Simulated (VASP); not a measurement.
# Mo: single point with PBE

Crystal: Mo.

```
Mo
1.0
     3.16073    0.00000    0.00000
     0.00000    3.16073    0.00000
     0.00000    0.00000    3.16073
Mo
2
Direct
  0.00000 0.00000 0.00000
  0.50000 0.50000 0.50000
```

```json
{"Program": "VASP 6.6.1", "Task": "single point", "Functional": "PBE", "Potentials or basis": "VASP PAW PBE potentials, release 64 (Mo_sv)", "Cutoff": "520 eV", "k mesh": "12 × 12 × 12", "Occupations": "fermi-dirac, width 0.08 eV", "Spin": "no spin polarisation"}
```

* Pressure: 0.7 GPa
* Band gap on the k mesh: zero (band 14 reaches 14.02 eV, above the bottom of band 15 at 11.82 eV)

Levels at points of the mesh, in eV from the Fermi level:
```csv
k point,band 10,band 11,band 12,band 13,band 14,band 15,band 16,band 17,band 18,band 19
"(0.00, 0.00, 0.00)",-5.39,-5.39,-1.38,-1.38,-1.38,1.61,1.61,3.89,3.89,3.89
"(0.50, 0.00, 0.00)",-3.76,-2.66,-2.66,-0.65,-0.65,-0.65,-0.65,0.83,0.83,3.35
"(0.50, 0.50, 0.00)",-5.30,-3.39,-3.39,1.56,1.56,1.63,1.63,2.25,2.25,4.64
"(0.50, 0.50, 0.50)",-2.63,-2.63,-2.63,-2.63,-2.63,2.38,2.38,2.38,2.38,9.47
```

Wall time 17 s on 1 thread of Intel(R) Xeon(R) 6975P-C (Granite Rapids), with other jobs on the host, peak memory 0.16 GiB.
